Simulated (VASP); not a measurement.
Input of a VASP 6.6.1 run:

File INCAR:

```
SYSTEM = Y
PREC = Accurate
ENCUT = 500
EDIFF = 1E-6
ISMEAR = -1
SIGMA = 0.1
LREAL = .FALSE.
LASPH = .TRUE.
NELM = 120
ALGO = Normal
ISIF = 2
LWAVE = .FALSE.
LCHARG = .FALSE.
GGA = PE
NBANDS = 18
GGA_COMPAT = .FALSE.
```

File KPOINTS:

```
Automatic mesh
0
G
  12 12 12
  0 0 0
```

The input POSCAR:

```
Y
1.0
    0.0000000000      3.5444053244      3.5444053244
    3.5444053244      0.0000000000      3.5444053244
    3.5444053244      3.5444053244      0.0000000000
Y
2
Direct
    1.0000000000      1.0000000000      1.0000000000
    0.2500000000      0.2500000000      0.2500000000
```

Potentials or basis: VASP PAW PBE potentials, release 64 (Y_sv).

Command:

```console
$ cat potpaw_PBE.64/Y_sv/POTCAR > POTCAR
$ mpirun -np 1 vasp_std > vasp.out
```

**Question.** Estimate the band gap on the k mesh.

**Answer.** Zero (bands 11 and 12 overlap by 0.78 eV).

**Question.** Estimate the pressure.

**Answer.** 0.1 GPa.
